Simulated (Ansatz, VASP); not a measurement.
**Sb3P in VASP and in Ansatz**

```
Sb P
1.0
     4.61898    0.00000    0.00000
     0.00000    4.61898    0.00000
     0.00000    0.00000    4.61898
Sb P
3 1
Direct
  0.00000 0.50000 0.50000
  0.50000 0.00000 0.50000
  0.50000 0.50000 0.00000
  0.00000 0.00000 0.00000
```

Alike in both runs: task relaxation of cell and atoms; functional PBE; k mesh 10 × 10 × 10; occupations gaussian, width 0.1 eV; no spin polarisation.

```csv
,VASP,Ansatz
version,VASP 6.6.1,Ansatz 0.2.0
potentials or method,"VASP PAW PBE potentials, release 64 (Sb, P), cutoff 600 eV","scalar-relativistic, plane waves, PAW"
valence electrons in the cell,20,50
```

|  | VASP | Ansatz | Ansatz less VASP |
| --- | --- | --- | --- |
| gap on the k mesh at the Fermi level, each at its own relaxed structure (eV) | none | none | - |
| relaxed volume (Å³/atom) | 24.40 | 24.46 | +0.061 |
| relaxed cell length with the largest relative difference (Å) | 4.604 | 4.608 | +0.0038 |

A gap of «none» marks a metal or a gap that the smearing closes. VASP's potentials hold 20 valence electrons a cell and Ansatz's 50, so a difference there can come from the potentials and not from the codes.

Neither program's run includes spin-orbit coupling.
